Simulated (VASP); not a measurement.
# Ge (Fd-3m) in VASP: notebook, part 2 of 2

VASP 6.6.1. The steps go on from the part before.

### Step 4. Single point, r2SCAN

This run uses another cell than the first one, of 22.83 Å³/atom, 1.007 times its volume.

POSCAR reads:

```
Ge
1.0
    0.0000000000      2.8367839313      2.8367839313
    2.8367839313      0.0000000000      2.8367839313
    2.8367839313      2.8367839313      0.0000000000
Ge
2
Direct
    0.5000000000      0.5000000000      0.5000000000
    0.7500000000      0.7500000000      0.7500000000
```

INCAR.step1 reads:

```
ALGO = Normal
EDIFF = 1E-4
ENCUT = 520
GGA = PE
ISMEAR = 0
LASPH = True
LCHARG = False
LREAL = False
LWAVE = True
NBANDS = 21
NELM = 60
PREC = Accurate
SIGMA = 0.05
```

INCAR.step2 reads:

```
ALGO = Normal
EDIFF = 1E-6
ENCUT = 520
ISIF = 2
ISMEAR = 0
ISTART = 1
LASPH = True
LCHARG = False
LMIXTAU = True
LREAL = False
LWAVE = False
METAGGA = R2SCAN
NBANDS = 21
NELM = 60
PREC = Accurate
SIGMA = 0.05
```

KPOINTS reads:

```
k-points
0
Gamma
  12 12 12
```

Potentials or basis: VASP PAW PBE potentials, release 64 (Ge_d).

Run with:

```bash
> cat potpaw_PBE.64/Ge_d/POTCAR > POTCAR
> cp INCAR.step1 INCAR
> mpirun -np 1 vasp_std > vasp.out
> cp INCAR.step2 INCAR
> mpirun -np 1 vasp_std > vasp.out
```

OUTCAR:

```text
EDIFF = 1E-6
   ENCUT = 520
   ISIF = 2
   ISMEAR = 0
   ISTART = 1
   LASPH = True
   LREAL = False
   METAGGA = R2SCAN
   NELM = 60
   PREC = Accurate

 ion  position               nearest neighbor table
   1  0.500  0.500  0.500-   2 2.46   2 2.46   2 2.46   2 2.46
   2  0.750  0.750  0.750-   1 2.46   1 2.46   1 2.46   1 2.46

  LATTYP: Found a face centered cubic cell.
 ALAT       =     5.6735678626

  Lattice vectors:

 A1 = (   0.0000000000,   2.8367839313,   2.8367839313)
 A2 = (   2.8367839313,   0.0000000000,   2.8367839313)
 A3 = (   2.8367839313,   2.8367839313,   0.0000000000)

Analysis of symmetry for initial positions (statically):
=====================================================================
 Subroutine PRICEL returns:
 Original cell was already a primitive cell.

 Routine SETGRP: Setting up the symmetry group for a
 face centered cubic supercell.

 Subroutine GETGRP returns: Found 48 space group operations
 (whereof 24 operations were pure point group operations)
 out of a pool of 48 trial point group operations.

[... 153 lines left out ...]
   NGX = 15   NGY = 15   NGZ = 15

 number of electron      28.0000015 magnetization

 Free energy of the ion-electron system (eV)
  ---------------------------------------------------
  ext. energy  EPLUGINS =         0.00000000
  ---------------------------------------------------
  free energy    TOTEN  =       -27.74437958 eV

  energy without entropy =      -27.74437957  energy(sigma->0) =      -27.74437957

 E-fermi :   4.8847     XC(G=0): -10.7761

 val. band max:        4.7191003564   @ k =   0.0000   0.0000   0.0000
 cond. band min:       5.0422481504   @ k =   0.0000   0.0000   0.0000
 fundamental gap:      0.3231477940
 Fermi energy:         4.8847455445

 k-point     1 :       0.0000    0.0000    0.0000
  band No.  band energies     occupation
      1     -20.7637      2.00000
      2     -20.7637      2.00000
      3     -20.7636      2.00000
      4     -20.7249      2.00000
      5     -20.7249      2.00000
      6     -20.5119      2.00000
[... 565 lines left out ...]
     20      14.9208      0.00000
     21      15.7087      0.00000

 [... further k-points ...]
[... 5 lines left out ...]
  --------------------------------------------------------------------------------------
  -------------------------------------------------------------------------------------
  Total        0.0305243      0.0305243      0.0305243     -0.0000000      0.0000000      0.0000000
  in kB        1.0711447      1.0711447      1.0711447     -0.0000000      0.0000000      0.0000000
  external PRESSURE =       1.0711447 kB  Pullay stress =       0.0000000 kB

 VOLUME and BASIS-vectors are now :
 -----------------------------------------------------------------------------
  energy-cutoff  :      520.00
  volume of cell :       45.66
      direct lattice vectors                 reciprocal lattice vectors
     0.000000000  2.836783931  2.836783931    -0.176255934  0.176255934  0.176255934
     2.836783931  0.000000000  2.836783931     0.176255934 -0.176255934  0.176255934
     2.836783931  2.836783931  0.000000000     0.176255934  0.176255934 -0.176255934

 POSITION                                       TOTAL-FORCE (eV/Angst)
 -----------------------------------------------------------------------------------
      2.83678      2.83678      2.83678        -0.000000     -0.000000      0.000000
      4.25518      4.25518      4.25518         0.000000      0.000000     -0.000000
 -----------------------------------------------------------------------------------
    total drift:                                0.000000     -0.000000     -0.000000

  FREE ENERGIE OF THE ION-ELECTRON SYSTEM (eV)
  ---------------------------------------------------
  free  energy   TOTEN  =       -27.7443795752 eV

  energy  without entropy=      -27.7443795736  energy(sigma->0) =      -27.74437957
```

It took 86 s on 1 thread of Intel Xeon 6975P-C (Granite Rapids), shared host; peak memory 0.2 GiB.

Results:

```
Free energy            : -27.7444 eV
Pressure               : 0.1 GPa
Band gap on the k mesh : 0.32 eV, direct
```

Levels at points of the mesh, in eV from the valence-band top:
```tsv
k point	band 12	band 13	band 14	band 15	band 16	band 17
(0.00, 0.00, 0.00)	0.00	0.00	0.00	0.32	2.71	2.71
(0.50, 0.00, 0.00)	-7.83	-1.47	-1.47	0.42	3.99	3.99
(0.50, 0.50, 0.00)	-9.18	-3.20	-3.20	0.98	0.98	10.03
```

Caveat: the PAW data sets were made with another functional, which shifts forces and pressure a little. A k mesh can miss the band edges.

### Step 5. Single point, r2SCAN

This run uses another cell than the first one, of 23.98 Å³/atom, 1.058 times its volume.

POSCAR reads:

```
Ge
1.0
    0.0000000000      2.8836883170      2.8836883170
    2.8836883170      0.0000000000      2.8836883170
    2.8836883170      2.8836883170      0.0000000000
Ge
2
Direct
    0.5000000000      0.5000000000      0.5000000000
    0.7500000000      0.7500000000      0.7500000000
```

INCAR.step1 reads:

```
  ALGO = Normal
  EDIFF = 1E-4
  ENCUT = 520
  GGA = PE
  ISMEAR = 0
  LASPH = True
  LCHARG = False
  LREAL = False
  LWAVE = True
  NBANDS = 21
  NELM = 100
  PREC = Accurate
  SIGMA = 0.05
```

INCAR.step2 reads:

```
  ALGO = Normal
  EDIFF = 1E-6
  ENCUT = 520
  ISIF = 2
  ISMEAR = 0
  ISTART = 1
  LASPH = True
  LCHARG = False
  LMIXTAU = True
  LREAL = False
  LWAVE = False
  METAGGA = R2SCAN
  NBANDS = 21
  NELM = 100
  PREC = Accurate
  SIGMA = 0.05
```

KPOINTS is that of step 4.

Run with:

```bash
> cat potpaw_PBE.64/Ge_d/POTCAR > POTCAR
> cp INCAR.step1 INCAR
> mpirun -np 1 vasp_std > vasp.out
> cp INCAR.step2 INCAR
> mpirun -np 1 vasp_std > vasp.out
```

Wall time 95 s (1 thread of Intel Xeon 6975P-C (Granite Rapids), shared host); peak memory 0.2 GiB.

The run converged. Its results:

```
Free energy            : -27.7233 eV
Pressure               : -3.0 GPa
Band gap on the k mesh : zero (filled and empty bands touch)
```

Levels at points of the mesh, in eV from the Fermi level:
| k point | band 12 | band 13 | band 14 | band 15 | band 16 | band 17 |
| --- | --- | --- | --- | --- | --- | --- |
| (0.00, 0.00, 0.00) | -0.16 | -0.02 | -0.02 | -0.02 | 2.67 | 2.67 |
| (0.50, 0.00, 0.00) | -7.62 | -1.41 | -1.41 | 0.24 | 3.95 | 3.95 |
| (0.50, 0.50, 0.00) | -9.01 | -3.04 | -3.04 | 1.02 | 1.02 | 9.60 |

Caveat: the PAW data sets were made with another functional, which shifts forces and pressure a little.

### Step 6. Summary

| level | cell | k mesh | gap on the mesh (eV) | pressure (GPa) |
| --- | --- | --- | --- | --- |
| PBE | a = 4.002 Å, angles 60.0°, 2 atoms | 6 × 6 × 6 | - | 3.5 |
| PBE | a = 4.078 Å, angles 60.0°, 2 atoms | 6 × 6 × 6 | none | -0.1 |
| r2SCAN | a = 4.012 Å, angles 60.0°, 2 atoms | 12 × 12 × 12 | 0.32 | 0.1 |
| r2SCAN | a = 4.078 Å, angles 60.0°, 2 atoms | 12 × 12 × 12 | none | -3.0 |

Alike in all rows: task single point; potentials or basis VASP PAW PBE potentials, release 64 (Ge_d); no spin polarisation; cutoff (eV) 520; smearing gaussian 0.05 eV.

Caveats: the PAW data sets were made with another functional, which shifts forces and pressure a little (some runs).

Total energies depend on the potentials used, so only differences within one code and one set of settings carry meaning.
